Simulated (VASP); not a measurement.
# Si16C (a cell with a defect) in VASP: single point with PBE+D3(BJ)

Aim: the single point of Si16C (a cell with a defect) with PBE+D3(BJ).

Program: VASP 6.6.1. These are calculated values, not measurements. Logs are shortened: lines on timing, memory, paths and dates and some standing lists are left out, and cuts for length are marked.

## Step 1: The cell of the first run

The cell holds a defect, 17 atoms: a = 7.679 Å, b = 7.679 Å, c = 7.679 Å, α = 60.00°, β = 60.00°, γ = 60.00°.

## Step 2: Single point, PBE+D3(BJ), collinear spin, ferromagnetic start

Input file INCAR:

```
  PREC = Accurate
  ENCUT = 520
  EDIFF = 1E-7
  ISMEAR = 0
  SIGMA = 0.02
  LREAL = Auto
  LASPH = True
  NELM = 150
  ALGO = Normal
  ISIF = 2
  LWAVE = False
  LCHARG = False
  ISPIN = 2
  MAGMOM = 0 0 0 0 0 0 0 0 0 0 0 0 0 0 0 0 1
  LORBIT = 11
  GGA = PE
  IVDW = 12
  NBANDS = 52
```

Input file KPOINTS:

```
Automatic mesh
0
Gamma
  2 2 2
```

Input file POSCAR:

```
Si16C
1.0
    0.0000000000      5.4300000000      5.4300000000
    5.4300000000      0.0000000000      5.4300000000
    5.4300000000      5.4300000000      0.0000000000
Si C
16 1
Direct
   -0.0264933433      0.0254460351     -0.0284096176
    0.1036387199      0.1388426230      0.1025513640
   -0.0055434436      0.0125340673      0.4760150735
    0.1281393765      0.1450637855      0.5774554468
   -0.0129954712      0.5127778090     -0.0140452798
    0.1048828317      0.6511457973      0.1037709840
   -0.0044654114      0.5131351536      0.4771646404
    0.1079438839      0.6390671136      0.6123811020
    0.4770435790      0.0123882130     -0.0061155488
    0.5792995871      0.1449988944      0.1266973527
    0.5690239524     -0.0637918093      0.5685162600
    0.6323817881      0.1562470562      0.6318317844
    0.4782286218      0.5130987041     -0.0051200436
    0.6134536096      0.6389237340      0.1073831135
    0.4808421106      0.5232520318      0.4802260905
    0.6314967411      0.5895019014      0.6308624087
    0.4075121078      0.0931503399      1.4057826094
```

Potentials or basis: VASP PAW PBE potentials, release 64 (Si, C).

Launch:

```
$ cat potpaw_PBE.64/Si/POTCAR potpaw_PBE.64/C/POTCAR > POTCAR
$ mpirun -np 1 vasp_std > vasp.out
```

OUTCAR:

```text
PREC = Accurate
   ENCUT = 520
   EDIFF = 1E-7
   ISMEAR = 0
   LREAL = Auto
   LASPH = True
   NELM = 150
   ISIF = 2
   ISPIN = 2
   LORBIT = 11
   GGA = PE
   IVDW = 12
 IVDW          = 12

 ion  position               nearest neighbor table
   1  0.974  0.025  0.972-   6 2.35   2 2.35   4 2.48  10 2.48
   2  0.104  0.139  0.103-   9 2.34   3 2.34   5 2.35   1 2.35
   3  0.994  0.013  0.476-  12 2.30   4 2.31   8 2.34   2 2.34
   4  0.128  0.145  0.577-  17 1.83   3 2.31   7 2.31   1 2.48  11 2.91
   5  0.987  0.513  0.986-  14 2.34   8 2.34   2 2.35   6 2.35
   6  0.105  0.651  0.104-  13 2.34   7 2.34   5 2.35   1 2.35
   7  0.996  0.513  0.477-  16 2.30   4 2.31   6 2.34   8 2.34
   8  0.108  0.639  0.612-  15 2.34   5 2.34   3 2.34   7 2.34
   9  0.477  0.012  0.994-  12 2.30  10 2.31  14 2.34   2 2.34
  10  0.579  0.145  0.127-  17 1.83   9 2.31  13 2.31   1 2.48  11 2.92
  11  0.569  0.936  0.569-  17 1.76  12 2.28  16 2.29   4 2.91  10 2.92
  12  0.632  0.156  0.632-  11 2.28   9 2.30   3 2.30  15 2.33
  13  0.478  0.513  0.995-  16 2.30  10 2.31   6 2.34  14 2.34
  14  0.613  0.639  0.107-  15 2.34   5 2.34   9 2.34  13 2.34
  15  0.481  0.523  0.480-  12 2.33  16 2.33  14 2.34   8 2.34
  16  0.631  0.590  0.631-  11 2.29  13 2.30   7 2.30  15 2.33
  17  0.408  0.093  0.406-  11 1.76  10 1.83   4 1.83

  LATTYP: Found a face centered cubic cell.
 ALAT       =    10.8600000000

  Lattice vectors:

 A1 = (   0.0000000000,   5.4300000000,   5.4300000000)
 A2 = (   5.4300000000,   0.0000000000,   5.4300000000)
 A3 = (   5.4300000000,   5.4300000000,   0.0000000000)

Analysis of symmetry for initial positions (statically):
=====================================================================
 Subroutine PRICEL returns:
 Original cell was already a primitive cell.

 Routine SETGRP: Setting up the symmetry group for a
 face centered cubic supercell.

 Subroutine GETGRP returns: Found  1 space group operations
 (whereof  1 operations were pure point group operations)
 out of a pool of 48 trial point group operations.

The static configuration has the point symmetry C_1 .

Analysis of symmetry for dynamics (positions and initial velocities):
=====================================================================
 Subroutine PRICEL returns:
 Original cell was already a primitive cell.

 Routine SETGRP: Setting up the symmetry group for a
 face centered cubic supercell.

 Subroutine GETGRP returns: Found  1 space group operations
 (whereof  1 operations were pure point group operations)
 out of a pool of 48 trial point group operations.

The dynamic configuration has the point symmetry C_1 .

Analysis of structural, dynamic, and magnetic symmetry:
=====================================================================
 Subroutine PRICEL returns:
 Original cell was already a primitive cell.

 Routine SETGRP: Setting up the symmetry group for a
 face centered cubic supercell.

 Subroutine GETGRP returns: Found  1 space group operations
 (whereof  1 operations were pure point group operations)
 out of a pool of 48 trial point group operations.

The overall configuration has the point symmetry C_1 .

 Subroutine INISYM returns: Found  1 space group operations
 (whereof  1 operations are pure point group operations),
 and found     1 'primitive' translations

----------------------------------------------------------------------------------------

                                     Primitive cell

  volume of cell :     320.2060

  direct lattice vectors                    reciprocal lattice vectors
     0.000000000  5.430000000  5.430000000    -0.092081031  0.092081031  0.092081031
     5.430000000  0.000000000  5.430000000     0.092081031 -0.092081031  0.092081031
     5.430000000  5.430000000  0.000000000     0.092081031  0.092081031 -0.092081031

  length of vectors
     7.679179644  7.679179644  7.679179644     0.159489025  0.159489025  0.159489025

  position of ions in fractional coordinates (direct lattice)
     0.973506657  0.025446035  0.971590382
     0.103638720  0.138842623  0.102551364
     0.994456556  0.012534067  0.476015074
     0.128139377  0.145063785  0.577455447
[... 73 lines left out ...]
   dimension x,y,z NGX =    60 NGY =   60 NGZ =   60
   dimension x,y,z NGXF=   120 NGYF=  120 NGZF=  120
   ions per type =              16   1
   NGX,Y,Z   is equivalent  to a cutoff of  12.99, 12.99, 12.99 a.u.
   NGXF,Y,Z  is equivalent  to a cutoff of  25.98, 25.98, 25.98 a.u.
 SYSTEM =  unknown system
   PREC   = accura    normal or accurate (medium, high low for compatibility)
   ISTART =      0    job   : 0-new  1-cont  2-samecut
   ICHARG =      2    charge: 1-file 2-atom 10-const
   ISPIN  =      2    spin polarized calculation?
   LNONCOLLINEAR =      F non collinear calculations
   LSORBIT =      F    spin-orbit coupling
   LASPH  =      T    aspherical Exc in radial PAW
   ENCUT  =  520.0 eV  38.22 Ry    6.18 a.u.  14.28 14.28 14.28*2*pi/ulx,y,z
   NELM   =    150;   NELMIN=  2; NELMDL= -5     # of ELM steps
   EDIFF  = 0.1E-06   stopping-criterion for ELM
   LREAL  =      T    real-space projection
   EDIFFG = 0.1E-05   stopping-criterion for IOM
   NSW    =      0    number of steps for IOM
   IBRION =     -1    ionic relax: 0-MD 1-quasi-New 2-CG
   NFREE  =      0    steps in history (QN), initial steepest desc. (CG)
   ISIF   =      2    stress and relaxation
   ISYM   =      2    0-nonsym 1-usesym 2-fastsym
   POTIM  = 0.5000    time-step for ionic-motion
   TEBEG  =    0.0;   TEEND  =   0.0 temperature during run
   PSTRESS=    0.0 pullay stress
   NELECT =      68.0000    total number of electrons
   NUPDOWN=      -1.0000    fix difference up-down
   EMIN   =  10.00;   EMAX   =-10.00  energy-range for DOS
   EFERMI =   0.00;   METHOD = LEGACY
   ISMEAR =     0;   SIGMA  =   0.02  broadening in eV -4-tet -1-fermi 0-gaus
   EFERMI_NEDOS =   21; number of points for ismear=-14 and -15
   IALGO  =     38    algorithm
   IMIX   =      4    mixing-type and parameters
     AMIX     =   0.40;   BMIX     =  1.00
     AMIX_MAG =   1.60;   BMIX_MAG =  1.00
  volume/ion in A,a.u.               =      18.84       127.11
  Fermi-wavevector in a.u.,A,eV,Ry     =   0.976715  1.845724 12.979587  0.953973
  Thomas-Fermi vector in A             =   2.107356
   LORBIT       =     11    0 simple, 1 ext, 2 COOP (PROOUT), +10 PAW based schemes
   GGA     = PE    functional components
   LHFCALC =     F    Hartree Fock is set to
   AEXX    =    0.0000 exact exchange contribution
   IVDW    =    12    specifies the selected vdW correction
   LEPSILON=     F    determine dielectric tensor
   LRPA    =     F    only Hartree local field effects (RPA)
 spin polarized calculation
 Gauss-broadening in eV      SIGMA  =   0.02
  energy-cutoff  :      520.00
  volume of cell :      320.21
 maximum number of plane-waves:      8646
 NGX is ok and might be reduce to    60
   NGX = 29   NGY = 29   NGZ = 29

 number of electron      67.9999999 magnetization       0.2500014

 Free energy of the ion-electron system (eV)
  ---------------------------------------------------
  ext. energy  EPLUGINS =         0.00000000
  ---------------------------------------------------
  free energy    TOTEN  =       -91.11307459 eV

  energy without entropy =      -91.11190970  energy(sigma->0) =      -91.11249214

 E-fermi :   6.4366     XC(G=0):  -9.5542

 val. band max:        6.4257223997   @ k =   0.0000   0.5000   0.0000
 cond. band min:       6.4501419230   @ k =   0.5000   0.0000   0.0000
 fundamental gap:      0.0244195233
 Fermi energy:         6.4365588826

 spin component 1

 k-point     1 :       0.0000    0.0000    0.0000
  band No.  band energies     occupation
      1      -7.0074      1.00000
      2      -5.3390      1.00000
      3      -3.8413      1.00000
      4      -3.8248      1.00000
      5      -3.7947      1.00000
      6      -2.9403      1.00000
[... 381 lines left out ...]
     45      10.3990      0.00000
     46      10.4080      0.00000
 Fermi energy:         6.4365588826

 spin component 2

 k-point     1 :       0.0000    0.0000    0.0000
  band No.  band energies     occupation
      1      -6.9454      1.00000
      2      -5.3067      1.00000
      3      -3.8261      1.00000
      4      -3.8110      1.00000
      5      -3.7846      1.00000
      6      -2.9251      1.00000
[... 381 lines left out ...]
     45      10.4107      0.00000
     46      10.4173      0.00000
 [bands above 46 left out]

------------------------ aborting loop because EDIFF is reached ----------------------------------------

 Edisp (eV)   -5.32789

 E8    (eV) :    -2.1867

  FORCE on cell =-STRESS in cart. coord.  units (eV):
  Direction    XX          YY          ZZ          XY          YZ          ZX
  --------------------------------------------------------------------------------------
  -------------------------------------------------------------------------------------
  Total       1.42332     8.66556     1.42091     0.05641     0.00339     2.49938
  in kB       7.12170    43.35885     7.10963     0.28225     0.01694    12.50586
  external pressure =       19.20 kB  Pullay stress =        0.00 kB

 VOLUME and BASIS-vectors are now :
 -----------------------------------------------------------------------------
  energy-cutoff  :      520.00
  volume of cell :      320.21
      direct lattice vectors                 reciprocal lattice vectors
     0.000000000  5.430000000  5.430000000    -0.092081031  0.092081031  0.092081031
     5.430000000  0.000000000  5.430000000     0.092081031 -0.092081031  0.092081031
     5.430000000  5.430000000  0.000000000     0.092081031  0.092081031 -0.092081031

 POSITION                                       TOTAL-FORCE (eV/Angst)
 -----------------------------------------------------------------------------------
      5.41391     10.56188      5.42431         0.004464     -0.003184     -0.003663
      1.31077      1.11961      1.31667        -0.000804     -0.001593     -0.001157
      2.65282      7.98466      5.46796         0.004356      0.002152      0.000887
      3.92328      3.83138      1.48349         0.002623     -0.000573      0.001951
      8.13812     10.71317      8.14382        -0.000163      0.000559      0.000846
      4.09920      1.13299      4.10524         0.001376     -0.003510      0.001551
[... 9 lines left out ...]
      6.62658      6.85461      6.63002         0.004443      0.002625      0.005161
      2.70921      4.41619      2.71860         0.008283      0.000140     -0.008855
 -----------------------------------------------------------------------------------
    total drift:                                0.016979      0.010890      0.005432

  FREE ENERGIE OF THE ION-ELECTRON SYSTEM (eV)
  ---------------------------------------------------
  free  energy   TOTEN  =       -96.4409627610 eV

  energy  without entropy=      -96.4397978689  energy(sigma->0) =      -96.44038031

 total charge

# of ion       s       p       d       tot
------------------------------------------
    1        0.750   0.903   0.000   1.653
    2        0.739   0.958   0.000   1.697
    3        0.750   0.958   0.000   1.709
    4        0.746   0.931   0.000   1.678
    5        0.737   0.963   0.000   1.701
    6        0.739   0.959   0.000   1.697
[... 9 lines left out ...]
   16        0.755   0.966   0.000   1.721
   17        0.881   1.616   0.000   2.497
--------------------------------------------------
tot         12.878  16.821   0.000  29.698

 magnetization (x)

# of ion       s       p       d       tot
------------------------------------------
    1       -0.000   0.001   0.000   0.001
    2        0.000   0.000   0.000   0.000
    3        0.001   0.005   0.000   0.006
    4       -0.000   0.001   0.000   0.001
    5       -0.000   0.001   0.000   0.001
    6        0.000   0.000   0.000   0.000
[... 9 lines left out ...]
   16        0.001   0.007   0.000   0.008
   17        0.003   0.057   0.000   0.061
--------------------------------------------------
tot          0.009   0.096   0.000   0.105
```

Run time: 16 min. Hardware: 1 thread of Oxide Virtual Turin-like, shared host; peak memory 0.68 GiB.

What came out:

| Property | Result |
| --- | --- |
| Free energy | -96.4410 eV |
| Pressure | 1.9 GPa |
| Largest force | 0.012 eV/Å |
| Net moment | 0.25 μB per cell |
| Site moments | Si +0.00, +0.01, -0.00; C +0.06 μB |
| Valence electrons inside the program's atomic spheres | Si 1.65, 1.70, 1.71, 1.68, 1.72; C 2.50 |
| Dispersion energy per atom | -0.313 eV |

Forces on the atoms (eV/Å):
```
Si   0.004 -0.003 -0.004
Si  -0.001 -0.002 -0.001
Si   0.004  0.002  0.001
Si   0.003 -0.001  0.002
Si   0.000  0.001  0.001
Si   0.001 -0.004  0.002
Si  -0.001  0.001 -0.001
Si  -0.001  0.000 -0.003
Si  -0.002  0.003  0.006
Si  -0.004 -0.003  0.008
Si  -0.006  0.005 -0.007
Si  -0.004  0.002 -0.001
Si  -0.005  0.000  0.001
Si  -0.003 -0.003 -0.001
Si   0.000 -0.001  0.001
Si   0.004  0.003  0.005
C    0.008  0.000 -0.009
```

Stress tensor (GPa, compression positive):
```
0.71 0.03 1.25
0.03 4.34 0.00
1.25 0.00 0.71
```

Levels at points of the mesh, in eV from the Fermi level:
Spin up:
```
           k point  band 30  band 31  band 32  band 33  band 34  band 35  band 36  band 37  band 38  band 39
(0.00, 0.00, 0.00)    -1.52    -1.32    -0.90    -0.61    -0.60    -0.38    -0.28     0.21     0.33     0.58
(0.50, 0.00, 0.00)    -1.71    -1.51    -1.34    -1.11    -0.11     0.42     0.62     0.92     1.08     1.11
(0.00, 0.50, 0.00)    -1.84    -1.37    -1.35    -1.18    -0.13     0.39     0.65     0.85     1.02     1.08
(0.00, 0.00, 0.50)    -1.71    -1.51    -1.34    -1.11    -0.10     0.42     0.61     0.93     1.07     1.11
(0.50, 0.50, 0.50)    -1.82    -1.39    -1.35    -1.18    -0.16     0.45     0.64     0.87     1.01     1.06
(0.50, 0.50, 0.00)    -1.98    -1.96    -1.82    -1.16    -0.91     0.77     1.11     1.28     1.78     1.97
(0.00, 0.50, 0.50)    -1.98    -1.97    -1.82    -1.16    -0.91     0.77     1.11     1.28     1.78     1.97
(0.50, 0.00, 0.50)    -1.97    -1.93    -1.87    -1.22     0.22     0.43     0.98     1.37     1.59     1.63
```
Spin down:
```tsv
k point	band 30	band 31	band 32	band 33	band 34	band 35	band 36	band 37	band 38	band 39
(0.00, 0.00, 0.00)	-1.51	-1.24	-0.89	-0.60	-0.60	-0.33	-0.26	0.22	0.34	0.59
(0.50, 0.00, 0.00)	-1.70	-1.49	-1.31	-1.11	0.01	0.43	0.63	0.93	1.08	1.12
(0.00, 0.50, 0.00)	-1.83	-1.37	-1.34	-1.16	-0.01	0.39	0.66	0.86	1.02	1.12
(0.00, 0.00, 0.50)	-1.70	-1.49	-1.31	-1.11	0.02	0.43	0.62	0.93	1.08	1.12
(0.50, 0.50, 0.50)	-1.81	-1.38	-1.34	-1.16	-0.05	0.45	0.64	0.89	1.02	1.09
(0.50, 0.50, 0.00)	-1.97	-1.95	-1.81	-1.14	-0.80	0.78	1.16	1.28	1.79	1.99
(0.00, 0.50, 0.50)	-1.97	-1.96	-1.81	-1.14	-0.80	0.78	1.17	1.28	1.79	1.99
(0.50, 0.00, 0.50)	-1.96	-1.92	-1.85	-1.18	0.23	0.44	1.14	1.38	1.59	1.64
```

Caveat: the k points lie up to 0.50 Å⁻¹ apart.
